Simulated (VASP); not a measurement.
Write the native input for VASP 6.6.1 that does the following.

| Property | Result |
| --- | --- |
| Task | single point |
| Functional | r2SCAN |
| Potentials or basis | VASP PAW PBE potentials, release 64 (Ga_d, As, In_d) |
| Cutoff | 520 eV |
| k mesh | 6 × 4 × 4 |
| Occupations | fermi-dirac, width 0.02 eV |
| Spin | no spin polarisation |
| Dipole correction | no |
| Further INCAR settings | ALGO = Normal; EDIFF = 1e-06; NBANDS = 46 |

InGa3As4:

```
CELL_PARAMETERS angstrom
4.08024 0.00000 0.00000
0.00000 8.17493 0.00000
0.00000 0.00000 5.77943
ATOMIC_POSITIONS crystal
Ga 0.00000 0.75822 0.99984
Ga 0.50000 0.00000 0.49804
Ga 0.00000 0.24178 0.99984
As 0.50000 0.76276 0.24031
As 0.00000 0.00000 0.74130
As 0.50000 0.23724 0.24031
As 0.00000 0.50000 0.77994
In 0.50000 0.50000 0.50042
```

These files were run (other wordings do the same):

POSCAR

```
InGa3As4
1.0
    4.0802416856      0.0000000000      0.0000000000
    0.0000000000      8.1749279954      0.0000000000
    0.0000000000      0.0000000000      5.7794251200
Ga As In
3 4 1
Direct
    0.0000000000      0.7582199642     -0.0001614312
    0.5000000000      0.0000000000      0.4980438961
    0.0000000000      0.2417800358     -0.0001614312
    0.5000000000      0.7627617284      0.2403125225
    0.0000000000      0.0000000000      0.7413020086
    0.5000000000      0.2372382716      0.2403125225
    0.0000000000      0.5000000000      0.7799366619
    0.5000000000      0.5000000000      0.5004152507
```

INCAR.step1

```
  ALGO = Normal
  EDIFF = 1E-4
  ENCUT = 520
  GGA = PE
  ISMEAR = -1
  LASPH = True
  LCHARG = False
  LREAL = False
  LWAVE = True
  NBANDS = 46
  NELM = 100
  PREC = Accurate
  SIGMA = 0.02
```

INCAR.step2

```
  ALGO = Normal
  EDIFF = 1E-6
  ENCUT = 520
  ISIF = 2
  ISMEAR = -1
  ISTART = 1
  LASPH = True
  LCHARG = False
  LMIXTAU = True
  LREAL = False
  LWAVE = False
  METAGGA = R2SCAN
  NBANDS = 46
  NELM = 100
  PREC = Accurate
  SIGMA = 0.02
```

KPOINTS

```
k-points
0
Gamma
  6 4 4
```

Potentials or basis: VASP PAW PBE potentials, release 64 (Ga_d, As, In_d).

Launch:

```console
$ cat potpaw_PBE.64/Ga_d/POTCAR potpaw_PBE.64/As/POTCAR potpaw_PBE.64/In_d/POTCAR > POTCAR
$ cp INCAR.step1 INCAR
$ mpirun -np 1 vasp_std > vasp.out
$ cp INCAR.step2 INCAR
$ mpirun -np 1 vasp_std > vasp.out
```

It gave:

| Item | Value |
| --- | --- |
| Pressure | 0.1 GPa |
| Largest force | 0.006 eV/Å |
| Band gap on the k mesh | 0.56 eV |

Caveat: the PAW data sets were made with another functional, which shifts forces and pressure a little; spin-orbit coupling is left out, which moves the levels of the heavy elements.

Wall time 12 min on 1 thread of Intel(R) Xeon(R) 6975P-C (Granite Rapids), with other jobs on the host, peak memory 0.5 GiB.
